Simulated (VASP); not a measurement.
Wanted: the native input for a VASP 6.6.1 run.

| Item | Value |
| --- | --- |
| Task | electric field gradients |
| Functional | r2SCAN |
| Potentials or basis | VASP PAW PBE potentials, release 64 (K_sv, Br) |
| Cutoff | 520 eV |
| k mesh | 12 × 12 × 12 |
| Occupations | fermi-dirac, width 0.05 eV |
| Spin | no spin polarisation |
| Dipole correction | no |
| Further INCAR settings | ALGO = Normal; EDIFF = 1e-08; NBANDS = 15 |

Crystal: KBr (rocksalt type).

```
K Br
1.0
     0.00000    3.35065    3.35065
     3.35065    0.00000    3.35065
     3.35065    3.35065    0.00000
K Br
1 1
Cartesian
  0.0000 0.0000 0.0000
  3.3506 3.3506 3.3506
```

One way to write it, as run:

POSCAR

```
KBr
1.0
    0.0000000000      3.3506473917      3.3506473917
    3.3506473917      0.0000000000      3.3506473917
    3.3506473917      3.3506473917      0.0000000000
K Br
1 1
Direct
    0.0000000000      0.0000000000      0.0000000000
    0.5000000000      0.5000000000      0.5000000000
```

INCAR.step1

```
PREC = Accurate
ENCUT = 520
ISMEAR = -1
SIGMA = 0.05
LREAL = False
LASPH = True
NELM = 100
NBANDS = 15
GGA = PE
ALGO = Normal
EDIFF = 1E-4
LWAVE = True
LCHARG = False
```

INCAR.step2

```
PREC = Accurate
ENCUT = 520
EDIFF = 1E-8
ISMEAR = -1
SIGMA = 0.05
LREAL = False
LASPH = True
NELM = 100
ALGO = Normal
ISIF = 2
LWAVE = False
LCHARG = False
METAGGA = R2SCAN
LMIXTAU = True
LEFG = True
NBANDS = 15
ISTART = 1
```

KPOINTS

```
Automatic mesh
0
Gamma
  12 12 12
```

Potentials or basis: VASP PAW PBE potentials, release 64 (K_sv, Br).

Run with:

```bash
$ cat potpaw_PBE.64/K_sv/POTCAR potpaw_PBE.64/Br/POTCAR > POTCAR
$ cp INCAR.step1 INCAR
$ mpirun -np 1 vasp_std > vasp.out
$ cp INCAR.step2 INCAR
$ mpirun -np 1 vasp_std > vasp.out
```

It gave:

- Pressure: -0.6 GPa
- Band gap on the k mesh: 4.95 eV, direct

Caveat: without QUAD_EFG the Cq values of the log hold for a quadrupole moment of 1 mb, not for the nuclei; the PAW data sets were made with another functional, which shifts forces and pressure a little.

It took 5.3 min on 1 thread of Intel(R) Xeon(R) Platinum 8259CL CPU @ 2.50GHz (Skylake/Cascade Lake) (shared host), peak memory 0.27 GiB.
